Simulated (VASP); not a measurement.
Set up this calculation in VASP 6.6.1, as the native input.

- Task: single point
- Functional: PBE
- Potentials or basis: VASP PAW PBE potentials, release 64 (Sn_d, Se, S)
- Cutoff: 520 eV
- k mesh: 4 × 4 × 4
- Occupations: gaussian, width 0.1 eV
- Spin: no spin polarisation
- Dipole correction: no
- Further INCAR settings: ALGO = Normal; EDIFF = 1e-06; NBANDS = 50

The structure of Sn4Se3S lies in POSCAR:

```
Sn4Se3S
1.0
    4.2729569100     -6.0428736200      0.0000000000
    4.2729569100      6.0428736200      0.0000000000
    0.0000000000      0.0000000000      4.2729569100
Sn Se S
4 3 1
Direct
    0.7500000000      0.7500000000      0.0000000000
    0.7500000000      0.2500000000      0.5000000000
    0.2500000000      0.7500000000      0.5000000000
    0.2500000000      0.2500000000      0.0000000000
    0.0000000000      0.5000000000      0.0000000000
    0.0000000000      0.0000000000      0.5000000000
    0.5000000000      0.0000000000      0.0000000000
    0.5000000000      0.5000000000      0.5000000000
```

These files were run (other wordings do the same):

INCAR

```
SYSTEM = Sn4Se3S
PREC = Accurate
ENCUT = 520
EDIFF = 1E-6
ISMEAR = 0
SIGMA = 0.1
LREAL = .FALSE.
LASPH = .TRUE.
NELM = 60
ALGO = Normal
ISIF = 2
LWAVE = .FALSE.
LCHARG = .FALSE.
GGA = PE
NBANDS = 50
```

KPOINTS

```
Automatic mesh
0
G
  4 4 4
  0 0 0
```

Potentials or basis: VASP PAW PBE potentials, release 64 (Sn_d, Se, S).

The run is started by

```console
$ cat potpaw_PBE.64/Sn_d/POTCAR potpaw_PBE.64/Se/POTCAR potpaw_PBE.64/S/POTCAR > POTCAR
$ mpirun -np 1 vasp_std > vasp.out
```

It gave:

```json
{
 "Pressure": "-1.1 GPa",
 "Largest force": "0.385 eV/Å",
 "Band gap on the k mesh": "0.36 eV (least direct gap 0.37 eV)"
}
```

Caveat: semilocal functionals underestimate gaps, and a narrow one can read as zero; spin-orbit coupling is left out, which moves the levels of the heavy elements.

Run time: 6.2 min on 1 thread of Intel Xeon 8259CL (shared host), peak memory 0.42 GiB.
